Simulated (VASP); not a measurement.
Write the native input for VASP 6.6.1 that does the following.

- Task: single point
- Functional: PBE
- Potentials or basis: VASP PAW PBE potentials, release 64 (Mo_sv, S)
- Cutoff: 520 eV
- k mesh: 5 × 5 × 1
- Occupations: gaussian, width 0.1 eV
- Spin: no spin polarisation
- Dipole correction: yes
- Further INCAR settings: ALGO = Normal; EDIFF = 1e-07; NBANDS = 99

The structure of Mo12S lies in POSCAR:

```
Mo12S
1.0
    5.4740909335      0.0000000000      0.0000000000
   -1.8246969778      5.1610224265      0.0000000000
    0.0000000000      0.0000000000     19.8082441086
Mo S
12 1
Direct
    0.2500000000      0.2500000000      0.2019361221
    0.2500000000      0.7500000000      0.2019361221
    0.7500000000      0.2500000000      0.2019361221
    0.7500000000      0.7500000000      0.2019361221
    0.0000000000      0.0000000000      0.3106875862
    0.0000000000      0.5000000000      0.3106875862
    0.5000000000      0.0000000000      0.3106875862
    0.5000000000      0.5000000000      0.3106875862
    0.2500000000      0.2500000000      0.4194336491
    0.2500000000      0.7500000000      0.4194336491
    0.7500000000      0.2500000000      0.4194336491
    0.7500000000      0.7500000000      0.4194336491
    0.4166666667      0.4166666667      0.5170502403
```

One way to write it, as run:

INCAR

```
  PREC = Accurate
  ENCUT = 520
  EDIFF = 1E-7
  ISMEAR = 0
  SIGMA = 0.1
  LREAL = F
  LASPH = T
  NELM = 100
  ALGO = Normal
  ISIF = 2
  LWAVE = F
  LCHARG = F
  LDIPOL = T
  IDIPOL = 3
  DIPOL = 0.5 0.5 0.327
  GGA = PE
  NBANDS = 99
```

KPOINTS

```
regular mesh
0
Gamma
  5 5 1
```

Potentials or basis: VASP PAW PBE potentials, release 64 (Mo_sv, S).

Command:

```console
$ cat potpaw_PBE.64/Mo_sv/POTCAR potpaw_PBE.64/S/POTCAR > POTCAR
$ mpirun -np 1 vasp_std > vasp.out
```

Results of the run:

The largest force is 1.806 eV/Å. The band gap on the k mesh is zero (band 87 reaches 2.36 eV, above the bottom of band 88 at 0.90 eV).

It took 18 min on 1 thread of Intel(R) Xeon(R) 6975P-C (Granite Rapids), with other jobs on the host, peak memory 0.73 GiB.
